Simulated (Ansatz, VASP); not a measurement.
Nb in VASP and in Ansatz

```xyz
1
Lattice="2.2700 0.0000 0.0000 0.0000 2.2700 0.0000 0.0000 0.0000 2.2700" Properties=species:S:1:pos:R:3 pbc="T T T"
Nb    0.0000    0.0000    0.0000
```

Change from the starting cell: volume scaled by 0.58, LAPW.

Alike in both runs: task single point; functional PBE; k mesh 16 × 16 × 16; occupations fermi-dirac, width 0.1 eV; no spin polarisation.

|  | VASP | Ansatz |
| --- | --- | --- |
| version | VASP 6.6.1 | Ansatz 0.2.0 |
| potentials or method | VASP PAW PBE potentials, release 64 (Nb_sv), cutoff 520 eV | all-electron LAPW, scalar-relativistic |

```csv
,VASP,Ansatz,Ansatz less VASP
pressure (GPa),203.6,203.4,-0.15
```

Both programs put the cell under a high pressure, so it lies far from rest at this level. Ansatz ran all-electron here, and VASP with PAW potentials.

Noted on VASP's run: the cell as given lies far from equilibrium.
